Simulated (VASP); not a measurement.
# TaN (P-6m2) in VASP: single point with PBE

Aim: the single point of TaN with PBE.

Program: VASP 6.6.1. These are calculated values, not measurements. Logs are shortened: lines on timing, memory, paths and dates and some standing lists are left out, and cuts for length are marked.

### Step 1. The cell of the first run

It takes space group P-6m2 (No. 187, hexagonal). The conventional cell has a = 2.938 Å, b = 2.938 Å, c = 2.883 Å, α = 90.00°, β = 90.00°, γ = 120.00°. Within 2.9 Å of Ta (site symmetry -6m2) lie 6 N at 2.23 Å and 2 Ta at 2.88 Å. N (site symmetry -6m2) has 6 Ta at 2.23 Å and 2 N at 2.88 Å within 2.9 Å.

### Step 2. Single point, PBE

INCAR reads:

```
ALGO = Normal ; EDIFF = 1E-6
ENCUT = 600 ; GGA = PE
GGA_COMPAT = False ; ISIF = 2
ISMEAR = 0 ; LASPH = True
LCHARG = False ; LREAL = False
LWAVE = False ; NBANDS = 15
NELM = 120 ; PREC = Accurate
SIGMA = 0.1
```

KPOINTS reads:

```
k-points
0
Gamma
  6 6 6
```

POSCAR reads:

```
TaN
1.0
    2.9379988584      0.0000000000      0.0000000000
   -1.4689994292      2.5443816477      0.0000000000
    0.0000000000      0.0000000000      2.8830000000
Ta N
1 1
Direct
    0.3333333333      0.6666666667      0.5000000000
    0.0000000000      0.0000000000      0.0000000000
```

Potentials or basis: VASP PAW PBE potentials, release 64 (Ta_pv, N).

Command:

```sh
$ cat potpaw_PBE.64/Ta_pv/POTCAR potpaw_PBE.64/N/POTCAR > POTCAR
$ mpirun -np 1 vasp_std > vasp.out
```

OUTCAR:

```text
EDIFF = 1E-6
   ENCUT = 600
   GGA = PE
   ISIF = 2
   ISMEAR = 0
   LASPH = True
   LREAL = False
   NELM = 120
   PREC = Accurate

 ion  position               nearest neighbor table
   1  0.333  0.667  0.500-   2 2.23   2 2.23   2 2.23   2 2.23   2 2.23   2 2.23
   2  0.000  0.000  0.000-   1 2.23   1 2.23   1 2.23   1 2.23   1 2.23   1 2.23

  LATTYP: Found a hexagonal cell.
 ALAT       =     2.9379988584
 C/A-ratio  =     0.9812801635

  Lattice vectors:

 A1 = (   2.9379988584,   0.0000000000,   0.0000000000)
 A2 = (  -1.4689994292,   2.5443816477,   0.0000000000)
 A3 = (   0.0000000000,   0.0000000000,   2.8830000000)

Analysis of symmetry for initial positions (statically):
=====================================================================
 Subroutine PRICEL returns:
 Original cell was already a primitive cell.

 Routine SETGRP: Setting up the symmetry group for a
 hexagonal supercell.

 Subroutine GETGRP returns: Found 12 space group operations
 (whereof 12 operations were pure point group operations)
 out of a pool of 24 trial point group operations.

The static configuration has the point symmetry D_3h.

Analysis of symmetry for dynamics (positions and initial velocities):
=====================================================================
 Subroutine PRICEL returns:
 Original cell was already a primitive cell.

 Routine SETGRP: Setting up the symmetry group for a
 hexagonal supercell.

 Subroutine GETGRP returns: Found 12 space group operations
 (whereof 12 operations were pure point group operations)
 out of a pool of 24 trial point group operations.

The dynamic configuration has the point symmetry D_3h.

 Subroutine INISYM returns: Found 12 space group operations
 (whereof 12 operations are pure point group operations),
 and found     1 'primitive' translations

----------------------------------------------------------------------------------------

                                     Primitive cell

  volume of cell :      21.5516

  direct lattice vectors                    reciprocal lattice vectors
     2.937998858  0.000000000  0.000000000     0.340367729  0.196511400  0.000000000
    -1.468999429  2.544381648  0.000000000     0.000000000  0.393022800  0.000000000
     0.000000000  0.000000000  2.883000000     0.000000000  0.000000000  0.346860909

  length of vectors
     2.937998858  2.937998858  2.883000000     0.393022800  0.393022800  0.346860909

  position of ions in fractional coordinates (direct lattice)
[... 90 lines left out ...]
   NELECT =      16.0000    total number of electrons
   NUPDOWN=      -1.0000    fix difference up-down
   EMIN   =  10.00;   EMAX   =-10.00  energy-range for DOS
   EFERMI =   0.00;   METHOD = LEGACY
   ISMEAR =     0;   SIGMA  =   0.10  broadening in eV -4-tet -1-fermi 0-gaus
   EFERMI_NEDOS =   21; number of points for ismear=-14 and -15
   IALGO  =     38    algorithm
   IMIX   =      4    mixing-type and parameters
     AMIX     =   0.40;   BMIX     =  1.00
     AMIX_MAG =   1.60;   BMIX_MAG =  1.00
  volume/ion in A,a.u.               =      10.78        72.72
  Fermi-wavevector in a.u.,A,eV,Ry     =   1.482366  2.801265 29.897546  2.197408
  Thomas-Fermi vector in A             =   2.596161
   LORBIT       =      0    0 simple, 1 ext, 2 COOP (PROOUT), +10 PAW based schemes
   GGA     = PE    functional components
   LHFCALC =     F    Hartree Fock is set to
   AEXX    =    0.0000 exact exchange contribution
   IVDW    =     0    specifies the selected vdW correction
   LEPSILON=     F    determine dielectric tensor
   LRPA    =     F    only Hartree local field effects (RPA)
 non-spin polarized calculation
 Gauss-broadening in eV      SIGMA  =   0.10
  energy-cutoff  :      600.00
  volume of cell :       21.55
 maximum number of plane-waves:       732
 NGX is ok and might be reduce to    24
   NGX = 11   NGY = 11   NGZ = 11

 number of electron      16.0000001 magnetization

 Free energy of the ion-electron system (eV)
  ---------------------------------------------------
  ext. energy  EPLUGINS =         0.00000000
  ---------------------------------------------------
  free energy    TOTEN  =       -22.44363210 eV

  energy without entropy =      -22.44239279  energy(sigma->0) =      -22.44301244

 E-fermi :   8.4556     XC(G=0): -13.3459

 val. band max:        8.3809215631   @ k =   0.3333   0.3333   0.0000
 cond. band min:       8.4880983976   @ k =   0.0000   0.0000   0.3333
 fundamental gap:      0.1071768345
 Fermi energy:         8.4555766154

 k-point     1 :       0.0000    0.0000    0.0000
  band No.  band energies     occupation
      1     -26.5988      2.00000
      2     -26.3250      2.00000
      3     -26.3250      2.00000
      4      -9.5285      2.00000
      5       3.6905      2.00000
      6       3.6905      2.00000
      7       4.0447      2.00000
      8       5.3264      2.00000
      9      10.4641      0.00000
     10      11.8417      0.00000
     11      11.8417      0.00000
     12      12.2575      0.00000
     13      12.2575      0.00000
     14      21.3564      0.00000
[... 401 lines left out ...]
      2     -26.9616      2.00000
      3     -26.4066      2.00000
      4      -7.3824      2.00000
      5       0.7544      2.00000
      6       2.6341      2.00000
      7       2.9490      2.00000
      8       6.8799      2.00000
      9      11.6451      0.00000
     10      11.8404      0.00000
     11      13.4314      0.00000
     12      14.4805      0.00000
     13      19.0137      0.00000
     14      20.6564      0.00000
     15      21.6201      0.00000

 [... further k-points ...]

------------------------ aborting loop because EDIFF is reached ----------------------------------------

  FORCE on cell =-STRESS in cart. coord.  units (eV):
  Direction    XX          YY          ZZ          XY          YZ          ZX
  --------------------------------------------------------------------------------------
  -------------------------------------------------------------------------------------
  Total        0.6600199      0.6600199      0.8181771      0.0000000     -0.0000000      0.0000000
  in kB       49.0669515     49.0669515     60.8246167      0.0000000     -0.0000000      0.0000000
  external PRESSURE =      52.9861732 kB  Pullay stress =       0.0000000 kB

 VOLUME and BASIS-vectors are now :
 -----------------------------------------------------------------------------
  energy-cutoff  :      600.00
  volume of cell :       21.55
      direct lattice vectors                 reciprocal lattice vectors
     2.937998858  0.000000000  0.000000000     0.340367729  0.196511400  0.000000000
    -1.468999429  2.544381648  0.000000000     0.000000000  0.393022800  0.000000000
     0.000000000  0.000000000  2.883000000     0.000000000  0.000000000  0.346860909

 POSITION                                       TOTAL-FORCE (eV/Angst)
 -----------------------------------------------------------------------------------
     -0.00000      1.69625      1.44150         0.000000      0.000000      0.000000
      0.00000      0.00000      0.00000         0.000000      0.000000      0.000000
 -----------------------------------------------------------------------------------
    total drift:                                0.000000     -0.000000     -0.000000

  FREE ENERGIE OF THE ION-ELECTRON SYSTEM (eV)
  ---------------------------------------------------
  free  energy   TOTEN  =       -22.4436321010 eV

  energy  without entropy=      -22.4423927852  energy(sigma->0) =      -22.44301244
```

stdout:

```text
POSCAR found type information on POSCAR TaN
 POSCAR found :  2 types and       2 ions
 scaLAPACK will be used
 LDA part: xc-table for (Slater+PW92), standard interpolation
 POSCAR, INCAR and KPOINTS ok, starting setup
 FFT: planning ... GRIDC
 FFT: planning ... GRID_SOFT
 FFT: planning ... GRID
 WAVECAR not read
 entering main loop
```

Wall time 7.4 s (1 thread of Intel Xeon Platinum 8488C (Sapphire Rapids), shared host); peak memory 0.14 GiB.

Results:

* Free energy: -22.4436 eV
* Pressure: 5.3 GPa
* Band gap on the k mesh: zero (band 8 reaches 8.49 eV, above the bottom of band 9 at 8.17 eV)

Stress tensor (GPa, compression positive):
```
4.91 0.00 0.00
0.00 4.91 0.00
0.00 0.00 6.08
```

Caveat: the k points lie up to 0.41 Å⁻¹ apart; spin-orbit coupling is left out, which moves the levels of the heavy elements.
